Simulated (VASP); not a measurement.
# CaS (Fm-3m) in VASP: a series of runs

Aim: see how the results for CaS move with the level of theory and the settings. Levels: BLYP+D3(BJ), PBE+D3(BJ). Tasks: single point.

All numbers are computed with VASP 6.6.1; they aren't measurements. Logs are shortened: lines on timing, memory, paths and dates and some standing lists are left out, and cuts for length are marked.

## (1) The cell of the first run

It takes space group Fm-3m (No. 225, cubic). The conventional cell has a = 5.686 Å, b = 5.686 Å, c = 5.686 Å, α = 90.00°, β = 90.00°, γ = 90.00°. Ca (site symmetry m-3m) has 6 S at 2.84 Å within 3.7 Å. Within 3.7 Å of S (site symmetry m-3m) lie 6 Ca at 2.84 Å.

## (2) Single point, BLYP+D3(BJ)

Input file INCAR:

```
SYSTEM = CaS
  PREC = Accurate
  ENCUT = 500
  EDIFF = 1E-6
  ISMEAR = 0
  SIGMA = 0.05
  LREAL = .False.
  LASPH = .True.
  NELM = 120
  ALGO = Normal
  ISIF = 2
  LWAVE = .False.
  LCHARG = .False.
  GGA = B5
  ALDAX = 1.0
  AGGAX = 1.0
  AGGAC = 1.0
  ALDAC = 0.0
  IVDW = 12
  VDW_S6 = 1.0
  VDW_S8 = 2.6996
  VDW_A1 = 0.4298
  VDW_A2 = 4.2359
  NBANDS = 15
  GGA_COMPAT = .False.
```

Input file KPOINTS:

```
regular mesh
0
Gamma
  8 8 8
  0 0 0
```

Input file POSCAR:

```
CaS
1.0
    0.0000000000      2.8430011916      2.8430011916
    2.8430011916      0.0000000000      2.8430011916
    2.8430011916      2.8430011916      0.0000000000
Ca S
1 1
Direct
    0.5000000000      0.5000000000      0.5000000000
    0.0000000000      0.0000000000      0.0000000000
```

Potentials or basis: VASP PAW PBE potentials, release 64 (Ca_sv, S).

Launch:

```bash
$ cat potpaw_PBE.64/Ca_sv/POTCAR potpaw_PBE.64/S/POTCAR > POTCAR
$ mpirun -np 1 vasp_std > vasp.out
```

OUTCAR:

```text
SYSTEM = CaS
   PREC = Accurate
   ENCUT = 500
   EDIFF = 1E-6
   ISMEAR = 0
   LREAL = .False.
   LASPH = .True.
   NELM = 120
   ISIF = 2
   GGA = B5
   IVDW = 12
 IVDW          = 12

 ion  position               nearest neighbor table
   1  0.500  0.500  0.500-   2 2.84   2 2.84   2 2.84   2 2.84   2 2.84   2 2.84
   2  0.000  0.000  0.000-   1 2.84   1 2.84   1 2.84   1 2.84   1 2.84   1 2.84

  LATTYP: Found a face centered cubic cell.
 ALAT       =     5.6860023832

  Lattice vectors:

 A1 = (   0.0000000000,   2.8430011916,   2.8430011916)
 A2 = (   2.8430011916,   0.0000000000,   2.8430011916)
 A3 = (   2.8430011916,   2.8430011916,   0.0000000000)

Analysis of symmetry for initial positions (statically):
=====================================================================
 Subroutine PRICEL returns:
 Original cell was already a primitive cell.

 Routine SETGRP: Setting up the symmetry group for a
 face centered cubic supercell.

 Subroutine GETGRP returns: Found 48 space group operations
 (whereof 48 operations were pure point group operations)
 out of a pool of 48 trial point group operations.

The static configuration has the point symmetry O_h .

Analysis of symmetry for dynamics (positions and initial velocities):
=====================================================================
 Subroutine PRICEL returns:
 Original cell was already a primitive cell.

 Routine SETGRP: Setting up the symmetry group for a
 face centered cubic supercell.

 Subroutine GETGRP returns: Found 48 space group operations
 (whereof 48 operations were pure point group operations)
 out of a pool of 48 trial point group operations.

The dynamic configuration has the point symmetry O_h .

 Subroutine INISYM returns: Found 48 space group operations
 (whereof 48 operations are pure point group operations),
 and found     1 'primitive' translations

----------------------------------------------------------------------------------------

                                     Primitive cell

  volume of cell :      45.9580

  direct lattice vectors                    reciprocal lattice vectors
     0.000000000  2.843001192  2.843001192    -0.175870486  0.175870486  0.175870486
     2.843001192  0.000000000  2.843001192     0.175870486 -0.175870486  0.175870486
     2.843001192  2.843001192  0.000000000     0.175870486  0.175870486 -0.175870486

  length of vectors
     4.020610843  4.020610843  4.020610843     0.304616617  0.304616617  0.304616617

  position of ions in fractional coordinates (direct lattice)
     0.500000000  0.500000000  0.500000000
     0.000000000  0.000000000  0.000000000

  ion indices of the primitive-cell ions
   primitive index   ion index
                 1           1
                 2           2

----------------------------------------------------------------------------------------

 KPOINTS: regular mesh

Automatic generation of k-mesh.
 Grid dimensions read from file:
 generate k-points for:    8    8    8

 Generating k-lattice:

  Cartesian coordinates                     Fractional coordinates (reciprocal lattice)
    -0.021983811  0.021983811  0.021983811     0.125000000  0.000000000  0.000000000
     0.021983811 -0.021983811  0.021983811     0.000000000  0.125000000  0.000000000
     0.021983811  0.021983811 -0.021983811     0.000000000  0.000000000  0.125000000

  Length of vectors
     0.038077077  0.038077077  0.038077077

  Shift w.r.t. Gamma in fractional coordinates (k-lattice)
     0.000000000  0.000000000  0.000000000

 Subroutine IBZKPT returns following result:
 ===========================================

 Found     29 irreducible k-points:

 Following reciprocal coordinates:
            Coordinates               Weight
  0.000000  0.000000  0.000000      1.000000
  0.125000  0.000000  0.000000      8.000000
  0.250000  0.000000  0.000000      8.000000
  0.375000  0.000000  0.000000      8.000000
  0.500000  0.000000  0.000000      4.000000
  0.125000  0.125000  0.000000      6.000000
[... 16 lines left out ...]
  0.500000  0.250000  0.125000     48.000000
 -0.375000  0.250000  0.125000     24.000000
 [... further k-points ...]
   k-points           NKPTS =     29   k-points in BZ     NKDIM =     29   number of bands    NBANDS=     15
   number of dos      NEDOS =    301   number of ions     NIONS =      2
   total plane-waves  NPLWV =  27000
   dimension x,y,z NGX =    30 NGY =   30 NGZ =   30
   dimension x,y,z NGXF=    60 NGYF=   60 NGZF=   60
   ions per type =               1   1
   NGX,Y,Z   is equivalent  to a cutoff of  12.40, 12.40, 12.40 a.u.
   NGXF,Y,Z  is equivalent  to a cutoff of  24.81, 24.81, 24.81 a.u.
 SYSTEM =  CaS
   PREC   = accura    normal or accurate (medium, high low for compatibility)
   ISTART =      0    job   : 0-new  1-cont  2-samecut
   ICHARG =      2    charge: 1-file 2-atom 10-const
   ISPIN  =      1    spin polarized calculation?
   LNONCOLLINEAR =      F non collinear calculations
   LSORBIT =      F    spin-orbit coupling
   LASPH  =      T    aspherical Exc in radial PAW
   ENCUT  =  500.0 eV  36.75 Ry    6.06 a.u.   7.33  7.33  7.33*2*pi/ulx,y,z
   NELM   =    120;   NELMIN=  2; NELMDL= -5     # of ELM steps
   EDIFF  = 0.1E-05   stopping-criterion for ELM
   LREAL  =      F    real-space projection
   EDIFFG = 0.1E-04   stopping-criterion for IOM
   NSW    =      0    number of steps for IOM
   IBRION =     -1    ionic relax: 0-MD 1-quasi-New 2-CG
   NFREE  =      0    steps in history (QN), initial steepest desc. (CG)
   ISIF   =      2    stress and relaxation
   ISYM   =      2    0-nonsym 1-usesym 2-fastsym
   POTIM  = 0.5000    time-step for ionic-motion
   TEBEG  =    0.0;   TEEND  =   0.0 temperature during run
   PSTRESS=    0.0 pullay stress
   NELECT =      16.0000    total number of electrons
   NUPDOWN=      -1.0000    fix difference up-down
   EMIN   =  10.00;   EMAX   =-10.00  energy-range for DOS
   EFERMI =   0.00;   METHOD = LEGACY
   ISMEAR =     0;   SIGMA  =   0.05  broadening in eV -4-tet -1-fermi 0-gaus
   EFERMI_NEDOS =   21; number of points for ismear=-14 and -15
   IALGO  =     38    algorithm
   IMIX   =      4    mixing-type and parameters
     AMIX     =   0.40;   BMIX     =  1.00
     AMIX_MAG =   1.60;   BMIX_MAG =  1.00
  volume/ion in A,a.u.               =      22.98       155.07
  Fermi-wavevector in a.u.,A,eV,Ry     =   1.151669  2.176339 18.045980  1.326342
  Thomas-Fermi vector in A             =   2.288325
   LORBIT       =      0    0 simple, 1 ext, 2 COOP (PROOUT), +10 PAW based schemes
   GGA     = B5    functional components
   LHFCALC =     F    Hartree Fock is set to
   AEXX    =    0.0000 exact exchange contribution
   IVDW    =    12    specifies the selected vdW correction
   LEPSILON=     F    determine dielectric tensor
   LRPA    =     F    only Hartree local field effects (RPA)
 non-spin polarized calculation
 Gauss-broadening in eV      SIGMA  =   0.05
  energy-cutoff  :      500.00
  volume of cell :       45.96
 maximum number of plane-waves:      1211
 NGX is ok and might be reduce to    30
   NGX = 15   NGY = 15   NGZ = 15

 number of electron      16.0000004 magnetization

 Free energy of the ion-electron system (eV)
  ---------------------------------------------------
  ext. energy  EPLUGINS =         0.00000000
  ---------------------------------------------------
  free energy    TOTEN  =        -9.47787971 eV

  energy without entropy =       -9.47787971  energy(sigma->0) =       -9.47787971

 E-fermi :   3.4443     XC(G=0):  -8.8233

 val. band max:        3.1442454464   @ k =   0.0000   0.0000   0.0000
 cond. band min:       5.5835603425   @ k =   0.5000   0.5000   0.0000
 fundamental gap:      2.4393148961
 Fermi energy:         3.4443241734

 k-point     1 :       0.0000    0.0000    0.0000
  band No.  band energies     occupation
      1     -36.0757      2.00000
      2     -17.1588      2.00000
      3     -17.1588      2.00000
      4     -17.1588      2.00000
      5      -8.1628      2.00000
      6       3.1442      2.00000
      7       3.1442      2.00000
      8       3.1442      2.00000
      9       7.2630      0.00000
     10       7.2630      0.00000
     11       7.2630      0.00000
     12       7.5299      0.00000
     13       7.8040      0.00000
     14       7.8040      0.00000
     15      14.5010      0.00000

 k-point     2 :       0.1250    0.0000    0.0000
  band No.  band energies     occupation
      1     -36.0740      2.00000
      2     -17.1837      2.00000
      3     -17.1607      2.00000
      4     -17.1607      2.00000
      5      -8.0566      2.00000
      6       2.5075      2.00000
      7       2.9164      2.00000
      8       2.9164      2.00000
      9       7.3150      0.00000
     10       7.4846      0.00000
     11       7.4846      0.00000
     12       8.2141      0.00000
     13       8.2141      0.00000
     14       8.2487      0.00000
     15      14.4279      0.00000

 k-point     3 :       0.2500    0.0000    0.0000
  band No.  band energies     occupation
      1     -36.0699      2.00000
      2     -17.2427      2.00000
      3     -17.1653      2.00000
      4     -17.1653      2.00000
      5      -7.7874      2.00000
      6       1.3685      2.00000
      7       2.4693      2.00000
      8       2.4693      2.00000
      9       7.4973      0.00000
     10       8.0450      0.00000
     11       8.0450      0.00000
     12       9.2272      0.00000
     13       9.2272      0.00000
     14       9.5551      0.00000
     15      13.5950      0.00000
[... 343 lines left out ...]
 k-point    23 :       0.5000    0.2500    0.1250
  band No.  band energies     occupation
      1     -36.0636      2.00000
      2     -17.2808      2.00000
      3     -17.2047      2.00000
      4     -17.1801      2.00000
      5      -7.4799      2.00000
      6       0.7027      2.00000
      7       1.8652      2.00000
      8       2.0686      2.00000
      9       7.4781      0.00000
     10       8.9332      0.00000
     11       9.1967      0.00000
     12       9.3057      0.00000
     13      10.0903      0.00000
     14      11.5021      0.00000
     15      12.0269      0.00000

 k-point    24 :      -0.3750    0.2500    0.1250
  band No.  band energies     occupation
      1     -36.0623      2.00000
      2     -17.2932      2.00000
      3     -17.2078      2.00000
      4     -17.1847      2.00000
      5      -7.4028      2.00000
      6       0.5774      2.00000
      7       1.6786      2.00000
      8       1.9774      2.00000
      9       8.1574      0.00000
     10       8.4203      0.00000
     11       9.4366      0.00000
     12       9.8167      0.00000
     13      10.0971      0.00000
     14      11.1926      0.00000
     15      12.4345      0.00000

 [... further k-points ...]

------------------------ aborting loop because EDIFF is reached ----------------------------------------

 Edisp (eV)   -1.54015

 E8    (eV) :    -1.1387

  FORCE on cell =-STRESS in cart. coord.  units (eV):
  Direction    XX          YY          ZZ          XY          YZ          ZX
  --------------------------------------------------------------------------------------
  -------------------------------------------------------------------------------------
  Total      -0.64931    -0.64931    -0.64931    -0.00000    -0.00000     0.00000
  in kB     -22.63626   -22.63626   -22.63626    -0.00000    -0.00000     0.00000
  external pressure =      -22.64 kB  Pullay stress =        0.00 kB

 VOLUME and BASIS-vectors are now :
 -----------------------------------------------------------------------------
  energy-cutoff  :      500.00
  volume of cell :       45.96
      direct lattice vectors                 reciprocal lattice vectors
     0.000000000  2.843001192  2.843001192    -0.175870486  0.175870486  0.175870486
     2.843001192  0.000000000  2.843001192     0.175870486 -0.175870486  0.175870486
     2.843001192  2.843001192  0.000000000     0.175870486  0.175870486 -0.175870486

 POSITION                                       TOTAL-FORCE (eV/Angst)
 -----------------------------------------------------------------------------------
      2.84300      2.84300      2.84300         0.000000      0.000000      0.000000
      0.00000      0.00000      0.00000         0.000000      0.000000      0.000000
 -----------------------------------------------------------------------------------
    total drift:                                0.000000      0.000000      0.000000

  FREE ENERGIE OF THE ION-ELECTRON SYSTEM (eV)
  ---------------------------------------------------
  free  energy   TOTEN  =       -11.0180291093 eV

  energy  without entropy=      -11.0180291093  energy(sigma->0) =      -11.01802911
```

Wall time 52 s (1 thread of AMD EPYC 7R13, shared host); peak memory 0.15 GiB.

Results:

| Item | Value |
| --- | --- |
| Free energy | -11.0180 eV |
| Pressure | -2.3 GPa |
| Band gap on the k mesh | 2.44 eV, indirect (least direct gap 3.23 eV) |
| Dispersion energy per atom | -0.770 eV |

Caveat: the PAW data sets were made with another functional, which shifts forces and pressure a little.

(Continued in part 2 of 2.)
